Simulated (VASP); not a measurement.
Wanted: the native input for a VASP 6.6.1 run.

| Item | Value |
| --- | --- |
| Task | relaxation of cell and atoms |
| Functional | PBEsol |
| Potentials or basis | VASP PAW PBE potentials, release 64 (Hf_pv, N) |
| Cutoff | 600 eV |
| k mesh | 16 × 16 × 16 |
| Occupations | gaussian, width 0.1 eV |
| Spin | no spin polarisation |
| Dipole correction | no |
| Further INCAR settings | ALGO = Normal; EDIFF = 1e-07; IBRION = 2; EDIFFG = -0.005; NSW = 100; ISIF = 3 |

The structure of HfN lies in POSCAR:

```
HfN
1.0
    0.0000000000      2.2558601243      2.2558601243
    2.2558601243      0.0000000000      2.2558601243
    2.2558601243      2.2558601243      0.0000000000
Hf N
1 1
Direct
    0.0000000000      0.0000000000      0.0000000000
    0.5000000000      0.5000000000      0.5000000000
```

One way to write it, as run:

INCAR

```
SYSTEM = HfN
PREC = Accurate
ENCUT = 600
EDIFF = 1E-7
ISMEAR = 0
SIGMA = 0.1
LREAL = .FALSE.
LASPH = .TRUE.
NELM = 60
ALGO = Normal
ISIF = 3
LWAVE = .FALSE.
LCHARG = .FALSE.
GGA = PS
IBRION = 2
NSW = 100
EDIFFG = -0.005
```

KPOINTS

```
regular mesh
0
G
  16 16 16
  0 0 0
```

Potentials or basis: VASP PAW PBE potentials, release 64 (Hf_pv, N).

Run with:

```sh
$ cat potpaw_PBE.64/Hf_pv/POTCAR potpaw_PBE.64/N/POTCAR > POTCAR
$ mpirun -np 1 vasp_std > vasp.out
```

Results of the run:

The relaxed volume is 11.31 Å³/atom. The relaxed cell is a = 3.175 Å, b = 3.175 Å, c = 3.175 Å, α = 60.00°, β = 60.00°, γ = 60.00°, the space group after relaxing (to 0.05 Å) is Fm-3m (No. 225) and the energy gained by relaxing is 2.2 meV/atom. The ionic steps are 3 and the pressure after relaxing is 0.0 GPa.

Caveat: the PAW data sets were made with another functional, which shifts forces and pressure a little.

Run time: 99 s on 1 thread of AMD EPYC 7R43 64-Core Processor (Zen 3), on a shared host, peak memory 0.17 GiB.
